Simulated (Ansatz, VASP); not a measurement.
# AlP: VASP beside Ansatz

File INCAR:

```
  PREC = Accurate
  ENCUT = 500
  EDIFF = 1E-6
  ISMEAR = 0
  SIGMA = 0.02
  LREAL = False
  LASPH = True
  NELM = 120
  ALGO = Normal
  ISIF = 2
  LWAVE = False
  LCHARG = False
  GGA = PE
  NBANDS = 11
  GGA_COMPAT = False
```

Contents of KPOINTS:

```
regular mesh
0
Gamma
  8 8 8
```

The input POSCAR:

```
AlP
1.0
    0.0000000000      2.7541630800      2.7541630800
    2.7541630800      0.0000000000      2.7541630800
    2.7541630800      2.7541630800      0.0000000000
Al P
1 1
Direct
    0.7500000000      0.7500000000      0.7500000000
    0.0000000000      0.0000000000      0.0000000000
```

Input for Ansatz:

```yaml
crystal:
  lattice:
    - [0.0, 2.75416308, 2.75416308]
    - [2.75416308, 0.0, 2.75416308]
    - [2.75416308, 2.75416308, 0.0]
  atoms:
    - { symbol: Al, position: [0.75, 0.75, 0.75] }
    - { symbol: P, position: [0.0, 0.0, 0.0] }
basis:
  ecutwfc: 420
kpoints:
  mp_grid: { grid: [8, 8, 8] }
  band_path: { path: [VBM, CBM], npoints: 2 }
hamiltonian:
  xc: pbe
scf:
  occupations: { method: gaussian, width: 0.02 }
output:
  forces: true
  stress: true
  eigenvalues: true
checkpoint:
  read: start.run
  write: ck
  compress: false
  write_wavefunctions: false
  write_every: 100000
```

Alike in both runs: task single point; functional PBE; k mesh 8 × 8 × 8; occupations gaussian, width 0.02 eV; no spin polarisation.

```csv
,VASP,Ansatz
version,VASP 6.6.1,Ansatz 0.2.0
potentials or method,"VASP PAW PBE potentials, release 64 (Al, P), cutoff 500 eV","scalar-relativistic, plane waves, PAW"
valence electrons in the cell,8,8
```

```csv
,VASP,Ansatz,Ansatz less VASP
gap on the k mesh at the Fermi level (eV),1.63,1.63,+0.002
least direct gap on the mesh (eV),3.08,3.08,+0.002
pressure (GPa),-0.1,0.0,+0.09
```

The functional is the same, so the differences come from potentials, cutoffs and numerics.
